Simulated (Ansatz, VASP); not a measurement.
# Two plane-wave programs on Eu

```
Eu
1.0
    -2.11849    2.11849    2.11849
     2.11849   -2.11849    2.11849
     2.11849    2.11849   -2.11849
Eu
1
Direct
  0.00000 0.00000 0.00000
```

Alike in both runs: task single point; functional PBEsol; k mesh 14 × 14 × 14; occupations fermi-dirac, width 0.05 eV; collinear spin.

|  | VASP | Ansatz |
| --- | --- | --- |
| version | VASP 6.6.1 | Ansatz 0.2.0 |
| potentials or method | VASP PAW PBE potentials, release 64 (Eu), cutoff 600 eV | plane waves (420 eV) with PAW, scalar-relativistic |
| valence electrons in the cell | 17 | 17 |

|  | VASP | Ansatz | Ansatz less VASP |
| --- | --- | --- | --- |
| pressure (GPa) | -0.2 | 0.0 | +0.22 |
| net moment per atom (μB) | 7.21 | 7.22 | +0.007 |
| size of the moment on the site where the two differ most (μB) | 6.65 | 6.97 | +0.316 |

VASP's potentials were made for PBE, not for PBEsol, and Ansatz warns of the same on its side. Site moments also hang on the region over which each program counts them.

Spin-orbit coupling is off throughout.
